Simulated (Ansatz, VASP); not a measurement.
## One calculation of CdCu4I, two programs

The input INCAR:

```
  PREC = Accurate
  ENCUT = 520
  EDIFF = 1E-6
  ISMEAR = -1
  SIGMA = 0.1
  LREAL = False
  LASPH = True
  NELM = 80
  ALGO = Normal
  ISIF = 2
  LWAVE = False
  LCHARG = True
  GGA = PE
  LELF = True
  LVHAR = True
  NBANDS = 40
```

The input KPOINTS:

```
Automatic mesh
0
Gamma
  8 8 8
```

Contents of POSCAR:

```
CdCu4I
1.0
    0.0000000000      3.7898980000      3.7898980000
    3.7898980000      0.0000000000      3.7898980000
    3.7898980000      3.7898980000      0.0000000000
Cu Cd I
4 1 1
Direct
    0.3742300000      0.3742300000      0.3742300000
    0.8773100000      0.3742300000      0.3742300000
    0.3742300000      0.3742300000      0.8773100000
    0.3742300000      0.8773100000      0.3742300000
    0.0000000000      0.0000000000      0.0000000000
    0.7500000000      0.7500000000      0.7500000000
```

Input for Ansatz:

```yaml
crystal:
  lattice:
    - [0.0, 3.789898, 3.789898]
    - [3.789898, 0.0, 3.789898]
    - [3.789898, 3.789898, 0.0]
  atoms:
    - { symbol: Cu, position: [0.37423, 0.37423, 0.37423] }
    - { symbol: Cu, position: [0.87731, 0.37423, 0.37423] }
    - { symbol: Cu, position: [0.37423, 0.37423, 0.87731] }
    - { symbol: Cu, position: [0.37423, 0.87731, 0.37423] }
    - { symbol: Cd, position: [0.0, 0.0, 0.0] }
    - { symbol: I, position: [0.75, 0.75, 0.75] }
  symmetry: { tolerance: 0.0003 }
kpoints:
  mp_grid: { grid: [8, 8, 8], shift: [0, 0, 0] }
  band_path:
    path:
      - [0.0, 0.0, 0.0]
      - [-0.5, -0.5, 0.0]
      - [-0.375, -0.375, 0.25]
      - [-0.375, 0.0, 0.375]
      - [0.0, 0.0, 0.0]
      - [0.0, 0.0, 0.5]
      - [-0.5, -0.25, 0.25]
      - [-0.5, -0.5, 0.0]
    npoints: 8
magnetization:
  spin_polarized: false
scf:
  occupations: { method: fermi_dirac }
  lower_state_search: "off"
  max_iter: 200
hamiltonian:
  pseudopotentials: { kind: paw }
  xc: pbe
basis:
  ecutwfc: 420
  fft_grid_basis: typed
output:
  forces: true
  stress: true
  eigenvalues: true
  bader: true
  populations: true
  elf: true
  write_potential: true
  volumetric_format: npy
  dos:
    e_range: [-12, 8]
    de: 0.05
    projected: { site_lists: { Cd: [Cd], Cu: [Cu], I: [I] } }
checkpoint:
  read: saved_state
```

Alike in both runs: task single point; functional PBE; k mesh 8 × 8 × 8; no spin polarisation.

|  | VASP | Ansatz |
| --- | --- | --- |
| version | VASP 6.6.1 | Ansatz 0.2.0 |
| potentials or method | VASP PAW PBE potentials, release 64 (Cu, Cd, I), cutoff 520 eV | PAW plane waves |
| occupations | fermi-dirac, width 0.1 eV | fermi-dirac |
| valence electrons in the cell | 63 | 113 |

Ansatz gave:

- pressure (GPa): -4.9
- rms of the force components (eV/Å): 0.012

Problem. Estimate VASP's values.

Solution. Pressure (GPa): -4.6; rms of the force components (eV/Å): 0.012.

Atom by atom the forces differ by 0.001 eV/Å (rms over components). VASP's potentials hold 63 valence electrons a cell and Ansatz's 113, so a difference there can come from the potentials and not from the codes.

Neither program's run includes spin-orbit coupling.
